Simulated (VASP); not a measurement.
# Au (Pm-3m) in VASP: further runs, part 2 of 2

VASP 6.6.1.

## (5) Single point, LDA (volume scaled by 0.76)

Contents of INCAR:

```
SYSTEM = Au
  PREC = Accurate
  ENCUT = 520
  EDIFF = 1E-7
  ISMEAR = -1
  SIGMA = 0.05
  LREAL = .False.
  LASPH = .True.
  NELM = 80
  ALGO = Normal
  ISIF = 2
  LWAVE = .False.
  LCHARG = .True.
  GGA = CA
  LELF = .True.
  LVHAR = .True.
  NBANDS = 12
```

Contents of KPOINTS:

```
regular mesh
0
Gamma
  14 14 14
  0 0 0
```

Contents of POSCAR:

```
Au
1.0
    2.4342153027      0.0000000000      0.0000000000
    0.0000000000      2.4342153027      0.0000000000
    0.0000000000      0.0000000000      2.4342153027
Au
1
Direct
    0.0000000000      0.0000000000      0.0000000000
```

Potentials or basis: VASP PAW LDA potentials, release 64 (Au).

Started as:

```console
> cat potpaw_LDA.64/Au/POTCAR > POTCAR
> mpirun -np 1 vasp_std > vasp.out
```

OUTCAR:

```text
SYSTEM = Au
   PREC = Accurate
   ENCUT = 520
   EDIFF = 1E-7
   ISMEAR = -1
   LREAL = .False.
   LASPH = .True.
   NELM = 80
   ISIF = 2
   GGA = CA

 ion  position               nearest neighbor table
   1  0.000  0.000  0.000-

  LATTYP: Found a simple cubic cell.
 ALAT       =     2.4342153027

  Lattice vectors:

 A1 = (   2.4342153027,   0.0000000000,   0.0000000000)
 A2 = (   0.0000000000,   2.4342153027,   0.0000000000)
 A3 = (   0.0000000000,   0.0000000000,   2.4342153027)

Analysis of symmetry for initial positions (statically):
=====================================================================
 Subroutine PRICEL returns:
 Original cell was already a primitive cell.

 Routine SETGRP: Setting up the symmetry group for a
 simple cubic supercell.

 Subroutine GETGRP returns: Found 48 space group operations
 (whereof 48 operations were pure point group operations)
 out of a pool of 48 trial point group operations.

The static configuration has the point symmetry O_h .

Analysis of symmetry for dynamics (positions and initial velocities):
=====================================================================
 Subroutine PRICEL returns:
 Original cell was already a primitive cell.

 Routine SETGRP: Setting up the symmetry group for a
 simple cubic supercell.

 Subroutine GETGRP returns: Found 48 space group operations
 (whereof 48 operations were pure point group operations)
 out of a pool of 48 trial point group operations.

The dynamic configuration has the point symmetry O_h .

 Subroutine INISYM returns: Found 48 space group operations
 (whereof 48 operations are pure point group operations),
 and found     1 'primitive' translations

----------------------------------------------------------------------------------------

                                     Primitive cell

  volume of cell :      14.4237

  direct lattice vectors                    reciprocal lattice vectors
     2.434215303  0.000000000  0.000000000     0.410810005  0.000000000  0.000000000
     0.000000000  2.434215303  0.000000000     0.000000000  0.410810005  0.000000000
     0.000000000  0.000000000  2.434215303     0.000000000  0.000000000  0.410810005

  length of vectors
     2.434215303  2.434215303  2.434215303     0.410810005  0.410810005  0.410810005

  position of ions in fractional coordinates (direct lattice)
     0.000000000  0.000000000  0.000000000

  ion indices of the primitive-cell ions
   primitive index   ion index
                 1           1

----------------------------------------------------------------------------------------

 KPOINTS: regular mesh

Automatic generation of k-mesh.
 Grid dimensions read from file:
 generate k-points for:   14   14   14

 Generating k-lattice:

  Cartesian coordinates                     Fractional coordinates (reciprocal lattice)
     0.029343572  0.000000000  0.000000000     0.071428571  0.000000000  0.000000000
     0.000000000  0.029343572  0.000000000     0.000000000  0.071428571  0.000000000
     0.000000000  0.000000000  0.029343572     0.000000000  0.000000000  0.071428571

  Length of vectors
     0.029343572  0.029343572  0.029343572

  Shift w.r.t. Gamma in fractional coordinates (k-lattice)
     0.000000000  0.000000000  0.000000000

 Subroutine IBZKPT returns following result:
 ===========================================

 Found    120 irreducible k-points:

 Following reciprocal coordinates:
            Coordinates               Weight
  0.000000  0.000000  0.000000      1.000000
  0.071429  0.000000  0.000000      6.000000
  0.142857  0.000000  0.000000      6.000000
  0.214286  0.000000  0.000000      6.000000
  0.285714  0.000000  0.000000      6.000000
  0.357143  0.000000  0.000000      6.000000
[... 16 lines left out ...]
  0.285714  0.214286  0.000000     24.000000
  0.357143  0.214286  0.000000     24.000000
 [... further k-points ...]
   k-points           NKPTS =    120   k-points in BZ     NKDIM =    120   number of bands    NBANDS=     12
   number of dos      NEDOS =    301   number of ions     NIONS =      1
   total plane-waves  NPLWV =   5832
   dimension x,y,z NGX =    18 NGY =   18 NGZ =   18
   dimension x,y,z NGXF=    36 NGYF=   36 NGZF=   36
   ions per type =               1
   NGX,Y,Z   is equivalent  to a cutoff of  12.29, 12.29, 12.29 a.u.
   NGXF,Y,Z  is equivalent  to a cutoff of  24.59, 24.59, 24.59 a.u.
 SYSTEM =  Au
   PREC   = accura    normal or accurate (medium, high low for compatibility)
   ISTART =      0    job   : 0-new  1-cont  2-samecut
   ICHARG =      2    charge: 1-file 2-atom 10-const
   ISPIN  =      1    spin polarized calculation?
   LNONCOLLINEAR =      F non collinear calculations
   LSORBIT =      F    spin-orbit coupling
   LASPH  =      T    aspherical Exc in radial PAW
   ENCUT  =  520.0 eV  38.22 Ry    6.18 a.u.   4.53  4.53  4.53*2*pi/ulx,y,z
   NELM   =     80;   NELMIN=  2; NELMDL= -5     # of ELM steps
   EDIFF  = 0.1E-06   stopping-criterion for ELM
   LREAL  =      F    real-space projection
   EDIFFG = 0.1E-05   stopping-criterion for IOM
   NSW    =      0    number of steps for IOM
   IBRION =     -1    ionic relax: 0-MD 1-quasi-New 2-CG
   NFREE  =      0    steps in history (QN), initial steepest desc. (CG)
   ISIF   =      2    stress and relaxation
   ISYM   =      2    0-nonsym 1-usesym 2-fastsym
   POTIM  = 0.5000    time-step for ionic-motion
   TEBEG  =    0.0;   TEEND  =   0.0 temperature during run
   PSTRESS=    0.0 pullay stress
   NELECT =      11.0000    total number of electrons
   NUPDOWN=      -1.0000    fix difference up-down
   EMIN   =  10.00;   EMAX   =-10.00  energy-range for DOS
   EFERMI =   0.00;   METHOD = LEGACY
   ISMEAR =    -1;   SIGMA  =   0.05  broadening in eV -4-tet -1-fermi 0-gaus
   EFERMI_NEDOS =   21; number of points for ismear=-14 and -15
   IALGO  =     38    algorithm
   IMIX   =      4    mixing-type and parameters
     AMIX     =   0.40;   BMIX     =  1.00
     AMIX_MAG =   1.60;   BMIX_MAG =  1.00
  volume/ion in A,a.u.               =      14.42        97.34
  Fermi-wavevector in a.u.,A,eV,Ry     =   1.495708  2.826478 30.438159  2.237142
  Thomas-Fermi vector in A             =   2.607818
   LORBIT       =      0    0 simple, 1 ext, 2 COOP (PROOUT), +10 PAW based schemes
   GGA     = CA    functional components
   LHFCALC =     F    Hartree Fock is set to
   AEXX    =    0.0000 exact exchange contribution
   IVDW    =     0    specifies the selected vdW correction
   LEPSILON=     F    determine dielectric tensor
   LRPA    =     F    only Hartree local field effects (RPA)
 non-spin polarized calculation
  energy-cutoff  :      520.00
  volume of cell :       14.42
 maximum number of plane-waves:       402
   NGX =  9   NGY =  9   NGZ =  9

 number of electron      10.9999999 magnetization

 Free energy of the ion-electron system (eV)
  ---------------------------------------------------
  ext. energy  EPLUGINS =         0.00000000
  ---------------------------------------------------
  free energy    TOTEN  =        -3.22167527 eV

  energy without entropy =       -3.21878531  energy(sigma->0) =       -3.22023029

 E-fermi :  12.1191     XC(G=0): -13.8374

 val. band max:       12.1049238988   @ k =   0.5000   0.1429   0.0714
 cond. band min:      12.1672375228   @ k =   0.5000   0.4286   0.2143
 fundamental gap:      0.0623136240
 Fermi energy:        12.1191448963

 k-point     1 :       0.0000    0.0000    0.0000
  band No.  band energies     occupation
      1       0.6723      2.00000
      2       3.1290      2.00000
      3       3.1290      2.00000
      4      10.6867      2.00000
      5      10.6867      2.00000
      6      10.6867      2.00000
      7      27.7484      0.00000
      8      27.7484      0.00000
      9      27.7484      0.00000
     10      34.7351      0.00000
     11      37.5314      0.00000
     12      37.5314      0.00000

 k-point     2 :       0.0714    0.0000    0.0000
  band No.  band energies     occupation
      1       0.8449      2.00000
      2       3.1621      2.00000
      3       3.2981      2.00000
      4      10.5154      2.00000
      5      10.5154      2.00000
      6      10.7000      2.00000
      7      26.6443      0.00000
      8      28.0639      0.00000
      9      28.0639      0.00000
     10      35.4323      0.00000
     11      36.1578      0.00000
     12      38.1892      0.00000
[... 316 lines left out ...]
 k-point    24 :       0.3571    0.2143    0.0000
  band No.  band energies     occupation
      1       3.7014      2.00000
      2       5.0491      2.00000
      3       6.3303      2.00000
      4       8.5313      2.00000
      5       9.7222      2.00000
      6       9.7911      2.00000
      7      19.4252      0.00000
      8      26.4202      0.00000
      9      30.6403      0.00000
     10      35.0259      0.00000
     11      35.8123      0.00000
     12      41.5811      0.00000

 [... further k-points ...]
[... 5 lines left out ...]
  --------------------------------------------------------------------------------------
  -------------------------------------------------------------------------------------
  Total        7.9179648      7.9179648      7.9179648     -0.0000000     -0.0000000      0.0000000
  in kB      879.5229685    879.5229685    879.5229685     -0.0000000     -0.0000000      0.0000000
  external PRESSURE =     879.5229685 kB  Pullay stress =       0.0000000 kB

 VOLUME and BASIS-vectors are now :
 -----------------------------------------------------------------------------
  energy-cutoff  :      520.00
  volume of cell :       14.42
      direct lattice vectors                 reciprocal lattice vectors
     2.434215303  0.000000000  0.000000000     0.410810005  0.000000000  0.000000000
     0.000000000  2.434215303  0.000000000     0.000000000  0.410810005  0.000000000
     0.000000000  0.000000000  2.434215303     0.000000000  0.000000000  0.410810005

 POSITION                                       TOTAL-FORCE (eV/Angst)
 -----------------------------------------------------------------------------------
      0.00000      0.00000      0.00000         0.000000      0.000000      0.000000
 -----------------------------------------------------------------------------------
    total drift:                               -0.000000      0.000000      0.000000

  FREE ENERGIE OF THE ION-ELECTRON SYSTEM (eV)
  ---------------------------------------------------
  free  energy   TOTEN  =        -3.2216752654 eV

  energy  without entropy=       -3.2187853058  energy(sigma->0) =       -3.22023029
```

OSZICAR:

```text
N       E                     dE             d eps       ncg     rms          rms(c)
DAV:   1     0.524441188182E+02    0.52444E+02   -0.57653E+03  2948   0.834E+02
DAV:   2    -0.283854820545E+01   -0.55283E+02   -0.52282E+02  3448   0.200E+02
DAV:   3    -0.359080861497E+01   -0.75226E+00   -0.75142E+00  3344   0.221E+01
DAV:   4    -0.359340992374E+01   -0.26013E-02   -0.26012E-02  3256   0.148E+00
DAV:   5    -0.359342708020E+01   -0.17156E-04   -0.17158E-04  3416   0.112E-01    0.185E+01
DAV:   6    -0.327642790754E+01    0.31700E+00   -0.60735E-01  3068   0.653E+00    0.113E+01
DAV:   7    -0.322720011008E+01    0.49228E-01   -0.10091E-01  3276   0.264E+00    0.346E+00
DAV:   8    -0.322167173397E+01    0.55284E-02   -0.92786E-03  3100   0.922E-01    0.296E-01
DAV:   9    -0.322167472170E+01   -0.29877E-05   -0.57253E-05  3308   0.679E-02    0.609E-02
DAV:  10    -0.322167519343E+01   -0.47173E-06   -0.25792E-06  3408   0.129E-02    0.768E-03
DAV:  11    -0.322167526540E+01   -0.71973E-07   -0.62944E-08  2852   0.194E-03
   1 F= -.32216753E+01 E0= -.32202303E+01  d E =-.288996E-02
```

Run time: 5.3 s. Hardware: 1 thread of Intel Xeon 6975P-C (Granite Rapids), shared host; peak memory 0.13 GiB.

Results:

```
Free energy : -3.2217 eV
Pressure    : 88.0 GPa
```

Caveat: spin-orbit coupling is left out, which moves the levels of the heavy elements.

## (6) Single point, LDA (volume scaled by 0.76)

Contents of INCAR:

```
ALGO = Normal
EDIFF = 1E-6
ENCUT = 520
GGA = CA
ISIF = 2
ISMEAR = -1
LASPH = T
LCHARG = T
LELF = T
LREAL = F
LVHAR = T
LWAVE = F
NBANDS = 12
NELM = 80
PREC = Accurate
SIGMA = 0.05
```

Contents of KPOINTS:

```
k-points
0
Gamma
  14 14 14
```

POSCAR is that of step 5.

Potentials or basis: VASP PAW LDA potentials, release 64 (Au).

Started as:

```console
> cat potpaw_LDA.64/Au/POTCAR > POTCAR
> mpirun -np 1 vasp_std > vasp.out
```

It took 4.8 s on 1 thread of Intel Xeon 6975P-C (Granite Rapids), shared host; peak memory 0.13 GiB.

Results (log left out):

```yaml
Free_energy: -3.2217 eV
Pressure: 88.0 GPa
```

Levels at points of the mesh, in eV from the Fermi level:
```tsv
k point	band 2	band 3	band 4	band 5	band 6	band 7	band 8	band 9	band 10	band 11
(0.00, 0.00, 0.00)	-8.99	-8.99	-1.43	-1.43	-1.43	15.63	15.63	15.63	22.62	25.41
(0.50, 0.00, 0.00)	-8.27	-4.21	-4.21	-2.34	-1.16	4.01	16.16	20.15	22.38	22.38
(0.50, 0.50, 0.00)	-7.51	-3.69	-3.69	0.61	3.63	3.63	10.62	13.73	22.03	22.03
(0.50, 0.50, 0.50)	-7.95	-7.95	0.80	0.80	8.78	10.42	10.42	10.42	19.78	20.72
```

Caveat: spin-orbit coupling is left out, which moves the levels of the heavy elements.

## (7) The runs side by side

| cell | gap on the mesh (eV) | pressure (GPa) |
| --- | --- | --- |
| a = 2.250 Å, 1 atom | none | 306.1 |
| a = 2.346 Å, 1 atom | none | 166.7 |
| a = 2.434 Å, 1 atom | none | 88.0 |

Alike in all rows: task single point; level LDA; potentials or basis VASP PAW LDA potentials, release 64 (Au); no spin polarisation; k mesh 14 × 14 × 14; cutoff (eV) 520; smearing fermi-dirac 0.05 eV.

Caveats: spin-orbit coupling is left out, which moves the levels of the heavy elements.

Absolute energies hang on the potentials; compare differences alone.
